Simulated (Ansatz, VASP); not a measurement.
## ZrB2: VASP beside Ansatz

```
Zr B
1.0
     3.10120    0.00000    0.00000
    -1.55060    2.68572    0.00000
     0.00000    0.00000    3.37260
Zr B
1 2
Cartesian
  0.0000 0.0000 0.0000
  0.0000 1.7905 1.6863
  1.5506 0.8952 1.6863
```

Alike in both runs: task single point; functional LDA; k mesh 15 × 15 × 12; occupations gaussian, width 0.15 eV; no spin polarisation.

|  | VASP | Ansatz |
| --- | --- | --- |
| version | VASP 6.6.1 | Ansatz 0.2.0 |
| potentials or method | VASP PAW LDA potentials, release 64 (Zr_sv, B), cutoff 520 eV | scalar-relativistic, plane waves, PAW |
| valence electrons in the cell | 18 | 18 |

Ansatz gave:

```
gap on the k mesh at the Fermi level (eV)                     : none
pressure (GPa)                                                : 15.5
traceless stress, the component that is largest in VASP (GPa) : 5.47
```

Problem. Estimate VASP's values.

Solution. gap on the k mesh at the Fermi level (eV): none; pressure (GPa): 16.1; traceless stress, the component that is largest in VASP (GPa): 5.52.

LDA's correlation is that of Perdew and Zunger in VASP and of Perdew and Wang (1992) in Ansatz. A gap of «none» marks a metal or a gap that the smearing closes.
